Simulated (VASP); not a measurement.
# AlN (Pm) in VASP: a series of runs, part 2 of 2

VASP 6.6.1. The steps go on from the part before.

## (4) Single point, PBE (atom 1 (Al) moved by +0.000 Å along [1 0 0] and -0.630 Å along [1 2 0])

The input, INCAR:

```
SYSTEM = AlN
ALGO     = Normal         ! electronic algorithm
EDIFF    = 1E-6           ! SCF threshold, eV
ENCUT    = 520            ! plane-wave cutoff, eV
GGA      = PE             ! functional
ISIF     = 2              ! what is computed and relaxed
ISMEAR   = 0              ! smearing method
LASPH    = .True.         ! aspherical terms in the spheres
LCHARG   = .False.        ! write CHGCAR
LREAL    = .False.        ! projectors in reciprocal space
LWAVE    = .False.        ! write WAVECAR
NBANDS   = 26             ! bands
NELM     = 60             ! most SCF steps
PREC     = Accurate       ! precision mode
SIGMA    = 0.05           ! smearing width, eV
```

The input, KPOINTS:

```
k-points
0
Gamma
  8 6 4
  0 0 0
```

The input, POSCAR:

```
AlN
1.0
   -1.6567491617      2.8695737234      0.0000000000
    0.0000000000      0.0000000000      4.1874629526
    4.9702474850      2.8695737234      0.0000000000
Al N
4 4
Direct
    0.3353413972      0.7500000000      0.1117804658
    0.0000000000      0.7500000000      0.6666666667
    0.0000000000      0.2500000000      0.3333333333
    0.5000000000      0.2500000000      0.8333333333
    0.5000000000      0.2500000000      0.1666666667
    0.0000000000      0.2500000000      0.6666666667
    0.0000000000      0.7500000000      0.3333333333
    0.5000000000      0.7500000000      0.8333333333
```

Potentials or basis: VASP PAW PBE potentials, release 64 (Al, N).

The run is started by

```console
cat potpaw_PBE.64/Al/POTCAR potpaw_PBE.64/N/POTCAR > POTCAR
mpirun -np 1 vasp_std > vasp.out
```

OUTCAR:

```text
SYSTEM = AlN
   EDIFF = 1E-6
   ENCUT = 520
   GGA = PE
   ISIF = 2
   ISMEAR = 0
   LASPH = .True.
   LREAL = .False.
   NELM = 60
   PREC = Accurate

 ion  position               nearest neighbor table
   1  0.335  0.750  0.112-   7 1.69   8 1.69   5 2.19   5 2.19   7 2.54   3 2.69   3 2.69   4 2.69
                             4 2.69   2 2.79   3 3.29   3 3.29
   2  0.000  0.750  0.667-   8 1.91   8 1.91   7 1.91   6 2.09   6 2.09   1 2.79   4 2.84   4 2.84
                             4 2.84   4 2.84   3 2.84   3 2.84
   3  0.000  0.250  0.333-   5 1.91   5 1.91   6 1.91   7 2.09   7 2.09   1 2.69   1 2.69   2 2.84
                             2 2.84   1 3.29   1 3.29   4 3.31   4 3.31   4 3.31   4 3.31
   4  0.500  0.250  0.833-   6 1.91   6 1.91   5 1.91   8 2.09   8 2.09   1 2.69   1 2.69   2 2.84
                             2 2.84   2 2.84   2 2.84   3 3.31   3 3.31   3 3.31   3 3.31
   5  0.500  0.250  0.167-   3 1.91   3 1.91   4 1.91   1 2.19   1 2.19
   6  0.000  0.250  0.667-   4 1.91   4 1.91   3 1.91   2 2.09   2 2.09
   7  0.000  0.750  0.333-   1 1.69   2 1.91   3 2.09   3 2.09   1 2.54
   8  0.500  0.750  0.833-   1 1.69   2 1.91   2 1.91   4 2.09   4 2.09

  LATTYP: Found a simple orthorhombic cell.
 ALAT       =     3.3134983233
 B/A-ratio  =     1.2637588868
 C/A-ratio  =     1.7320508076

  Lattice vectors:

 A1 = (  -1.6567491617,   2.8695737234,   0.0000000000)
 A2 = (   0.0000000000,   0.0000000000,   4.1874629526)
 A3 = (   4.9702474850,   2.8695737234,   0.0000000000)

Analysis of symmetry for initial positions (statically):
=====================================================================
 Subroutine PRICEL returns:
 Original cell was already a primitive cell.

 Routine SETGRP: Setting up the symmetry group for a
 simple orthorhombic supercell.

 Subroutine GETGRP returns: Found  2 space group operations
 (whereof  1 operations were pure point group operations)
 out of a pool of  8 trial point group operations.

The static configuration has the point symmetry C_1 .
 The point group associated with its full space group is C_1h.

Analysis of symmetry for dynamics (positions and initial velocities):
=====================================================================
 Subroutine PRICEL returns:
 Original cell was already a primitive cell.

 Routine SETGRP: Setting up the symmetry group for a
 simple orthorhombic supercell.

 Subroutine GETGRP returns: Found  2 space group operations
 (whereof  1 operations were pure point group operations)
 out of a pool of  8 trial point group operations.

The dynamic configuration has the point symmetry C_1 .
 The point group associated with its full space group is C_1h.

 Subroutine INISYM returns: Found  2 space group operations
 (whereof  1 operations are pure point group operations),
 and found     1 'primitive' translations

----------------------------------------------------------------------------------------

                                     Primitive cell

  volume of cell :      79.6315

  direct lattice vectors                    reciprocal lattice vectors
    -1.656749162  2.869573723  0.000000000    -0.150897919  0.261362862  0.000000000
     0.000000000  0.000000000  4.187462953     0.000000000  0.000000000  0.238808083
     4.970247485  2.869573723  0.000000000     0.150897919  0.087120954  0.000000000

  length of vectors
     3.313498323  4.187462953  5.739147447     0.301795837  0.238808083  0.174241908

[... 53 lines left out ...]
  0.500000  0.000000 -0.000000      1.000000
  0.000000  0.166667  0.000000      2.000000
[... 16 lines left out ...]
  0.125000  0.000000 -0.250000      2.000000
  0.250000  0.000000  0.250000      2.000000
 [... further k-points ...]
   k-points           NKPTS =     72   k-points in BZ     NKDIM =     72   number of bands    NBANDS=     26
   number of dos      NEDOS =    301   number of ions     NIONS =      8
   total plane-waves  NPLWV =  43008
   dimension x,y,z NGX =    28 NGY =   32 NGZ =   48
   dimension x,y,z NGXF=    56 NGYF=   64 NGZF=   96
   ions per type =               4   4
   NGX,Y,Z   is equivalent  to a cutoff of  14.05, 12.70, 13.90 a.u.
   NGXF,Y,Z  is equivalent  to a cutoff of  28.10, 25.41, 27.81 a.u.
 SYSTEM =  AlN
   PREC   = accura    normal or accurate (medium, high low for compatibility)
   ISTART =      0    job   : 0-new  1-cont  2-samecut
   ICHARG =      2    charge: 1-file 2-atom 10-const
   ISPIN  =      1    spin polarized calculation?
   LNONCOLLINEAR =      F non collinear calculations
   LSORBIT =      F    spin-orbit coupling
   LASPH  =      T    aspherical Exc in radial PAW
   ENCUT  =  520.0 eV  38.22 Ry    6.18 a.u.   6.16  7.79 10.67*2*pi/ulx,y,z
   NELM   =     60;   NELMIN=  2; NELMDL= -5     # of ELM steps
   EDIFF  = 0.1E-05   stopping-criterion for ELM
   LREAL  =      F    real-space projection
   EDIFFG = 0.1E-04   stopping-criterion for IOM
   NSW    =      0    number of steps for IOM
   IBRION =     -1    ionic relax: 0-MD 1-quasi-New 2-CG
   NFREE  =      0    steps in history (QN), initial steepest desc. (CG)
   ISIF   =      2    stress and relaxation
   ISYM   =      2    0-nonsym 1-usesym 2-fastsym
   POTIM  = 0.5000    time-step for ionic-motion
   TEBEG  =    0.0;   TEEND  =   0.0 temperature during run
   PSTRESS=    0.0 pullay stress
   NELECT =      32.0000    total number of electrons
   NUPDOWN=      -1.0000    fix difference up-down
   EMIN   =  10.00;   EMAX   =-10.00  energy-range for DOS
   EFERMI =   0.00;   METHOD = LEGACY
   ISMEAR =     0;   SIGMA  =   0.05  broadening in eV -4-tet -1-fermi 0-gaus
   EFERMI_NEDOS =   21; number of points for ismear=-14 and -15
   IALGO  =     38    algorithm
   IMIX   =      4    mixing-type and parameters
     AMIX     =   0.40;   BMIX     =  1.00
     AMIX_MAG =   1.60;   BMIX_MAG =  1.00
  volume/ion in A,a.u.               =       9.95        67.17
  Fermi-wavevector in a.u.,A,eV,Ry     =   1.208082  2.282944 19.857191  1.459462
  Thomas-Fermi vector in A             =   2.343701
   LORBIT       =      0    0 simple, 1 ext, 2 COOP (PROOUT), +10 PAW based schemes
   GGA     = PE    functional components
   LHFCALC =     F    Hartree Fock is set to
   AEXX    =    0.0000 exact exchange contribution
   IVDW    =     0    specifies the selected vdW correction
   LEPSILON=     F    determine dielectric tensor
   LRPA    =     F    only Hartree local field effects (RPA)
 non-spin polarized calculation
 Gauss-broadening in eV      SIGMA  =   0.05
  energy-cutoff  :      520.00
  volume of cell :       79.63
 maximum number of plane-waves:      2174
 NGX is ok and might be reduce to    28
   NGX = 13   NGY = 15   NGZ = 21

 number of electron      31.9999993 magnetization

 Free energy of the ion-electron system (eV)
  ---------------------------------------------------
  ext. energy  EPLUGINS =         0.00000000
  ---------------------------------------------------
  free energy    TOTEN  =       -56.39095566 eV

  energy without entropy =      -56.39095566  energy(sigma->0) =      -56.39095566

 E-fermi :   8.3104     XC(G=0): -11.1566

 val. band max:        8.0268839258   @ k =   0.0000   0.0000   0.0000
 cond. band min:      10.1802821009   @ k =   0.0000   0.0000   0.0000
 fundamental gap:      2.1533981751
 Fermi energy:         8.3103680603

 k-point     1 :       0.0000    0.0000    0.0000
  band No.  band energies     occupation
      1      -9.1463      2.00000
      2      -6.8577      2.00000
      3      -6.2488      2.00000
      4      -4.9541      2.00000
      5       0.8708      2.00000
      6       1.2938      2.00000
[... 685 lines left out ...]
     25      17.4136      0.00000
     26      17.7670      0.00000

 [... further k-points ...]
[... 5 lines left out ...]
  --------------------------------------------------------------------------------------
  -------------------------------------------------------------------------------------
  Total       11.9305413     -0.3375602      0.5253440      0.4932777      0.0000000      0.0000000
  in kB      240.0411038     -6.7916721     10.5698596      9.9246893      0.0000000      0.0000000
  external PRESSURE =      81.2730971 kB  Pullay stress =       0.0000000 kB

 VOLUME and BASIS-vectors are now :
 -----------------------------------------------------------------------------
  energy-cutoff  :      520.00
  volume of cell :       79.63
      direct lattice vectors                 reciprocal lattice vectors
    -1.656749162  2.869573723  0.000000000    -0.150897919  0.261362862  0.000000000
     0.000000000  0.000000000  4.187462953     0.000000000  0.000000000  0.238808083
     4.970247485  2.869573723  0.000000000     0.150897919  0.087120954  0.000000000

 POSITION                                       TOTAL-FORCE (eV/Angst)
 -----------------------------------------------------------------------------------
      0.00000      1.28305      3.14060         1.672088      5.491184      0.000000
      3.31350      1.91305      3.14060        -1.768704     -1.360173      0.000000
      1.65675      0.95652      1.04687         0.291769     -0.575979      0.000000
      3.31350      3.82610      1.04687        -0.271998      0.393474      0.000000
      0.00000      1.91305      1.04687        -0.600634     -1.781993      0.000000
      3.31350      1.91305      1.04687         0.578113      0.260259      0.000000
      1.65675      0.95652      3.14060         3.380713     -1.006558      0.000000
      3.31350      3.82610      3.14060        -3.281347     -1.420215      0.000000
 -----------------------------------------------------------------------------------
    total drift:                                0.000225     -0.000244      0.000000

  FREE ENERGIE OF THE ION-ELECTRON SYSTEM (eV)
  ---------------------------------------------------
  free  energy   TOTEN  =       -56.3909556627 eV

  energy  without entropy=      -56.3909556627  energy(sigma->0) =      -56.39095566
```

It took 2.1 min on 1 thread of Intel Xeon Platinum 8259CL at 2.50GHz (Skylake/Cascade Lake), shared host; peak memory 0.25 GiB.

Results:

```yaml
Free_energy: -56.3910 eV
Pressure: 8.1 GPa
Largest_force: 5.740 eV/Å
Band_gap_on_the_k_mesh: 2.15 eV
```

Forces in eV/Å, atoms in the order of the input:
```
Al   1.672  5.491  0.000
Al  -1.769 -1.360  0.000
Al   0.292 -0.576  0.000
Al  -0.272  0.393  0.000
N   -0.601 -1.782  0.000
N    0.578  0.260  0.000
N    3.381 -1.007  0.000
N   -3.281 -1.420  0.000
```

Levels at points of the mesh, in eV from the valence-band top:
```tsv
k point	band 12	band 13	band 14	band 15	band 16	band 17	band 18	band 19	band 20	band 21
(0.00, 0.00, 0.00)	-2.89	-2.27	-1.81	-0.45	0.00	2.15	3.65	4.30	6.45	6.50
(0.50, 0.00, 0.00)	-3.71	-2.80	-2.40	-2.20	-1.98	4.56	4.66	5.97	6.25	7.49
(0.00, 0.50, 0.00)	-2.57	-2.51	-1.84	-1.76	-0.95	3.48	4.53	5.42	5.97	7.94
(0.50, 0.50, 0.00)	-4.45	-1.62	-1.52	-0.82	-0.47	4.83	5.09	6.30	6.54	8.30
(0.00, 0.00, 0.50)	-3.13	-2.12	-1.70	-0.73	-0.39	3.15	4.89	5.60	5.76	7.39
(0.50, 0.00, 0.50)	-3.50	-3.05	-2.38	-1.82	-1.27	3.05	4.09	5.83	6.66	6.93
(0.00, 0.50, 0.50)	-2.38	-2.28	-1.85	-1.69	-1.01	3.28	4.61	5.14	6.44	8.26
(0.50, 0.50, 0.50)	-3.03	-2.35	-2.25	-1.53	-0.98	3.95	4.21	5.27	5.54	8.68
```

Caveat: the cell differs from its parent crystal (atom 1 (Al) moved by +0.000 Å along [1 0 0] and -0.630 Å along [1 2 0]); the cell stands under pressure; forces of over 1 eV/Å act on the atoms, so gaps and moduli don't describe the material at rest. A k mesh can miss the band edges.

## (5) The runs side by side

| cell | gap on the mesh (eV) | pressure (GPa) | largest force (eV/Å) |
| --- | --- | --- | --- |
| as given, atomic positions A | 2.86 | 13.5 | 17.50 |
| as given, atomic positions B | 2.57 | 12.0 | 16.49 |
| as given, atomic positions C | 2.15 | 8.1 | 5.74 |

Alike in all rows: task single point; level PBE; potentials or basis VASP PAW PBE potentials, release 64 (Al, N); no spin polarisation; k mesh 8 × 6 × 4; cutoff (eV) 520; smearing gaussian 0.05 eV.

Caveats: the cell stands under pressure; forces of over 1 eV/Å act on the atoms, so gaps and moduli don't describe the material at rest.

Absolute energies hang on the potentials; compare differences alone.
